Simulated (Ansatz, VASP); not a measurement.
Two plane-wave programs on GaBAs2

```
CELL_PARAMETERS angstrom
3.73339 0.00000 0.00000
0.00000 3.73339 0.00000
0.00000 0.00000 5.45977
ATOMIC_POSITIONS crystal
B 0.00000 0.00000 0.00000
As 0.00000 0.50000 0.21397
As 0.50000 0.00000 0.78603
Ga 0.50000 0.50000 0.50000
```

Alike in both runs: task single point; functional r2SCAN; k mesh 6 × 6 × 4; no spin polarisation.

|  | VASP | Ansatz |
| --- | --- | --- |
| version | VASP 6.6.1 | Ansatz 0.2.0 |
| potentials or method | VASP PAW PBE potentials, release 64 (B, As, Ga_d) | plane waves, PAW |
| plane-wave cutoff (eV) | 520 | 500 |
| occupations | gaussian, width 0.01 eV | fixed |
| valence electrons in the cell | 26 | 46 |

```tsv
	VASP	Ansatz	Ansatz less VASP
gap on the k mesh at the Fermi level (eV)	0.75	0.75	0.000
pressure (GPa)	-5.0	-5.0	-0.07
rms of the force components (eV/Å)	0.030	0.031	+0.0012
```

VASP's potentials were made for PBE, not for r2SCAN. VASP's potentials hold 26 valence electrons a cell and Ansatz's 46, so a difference there can come from the potentials and not from the codes.
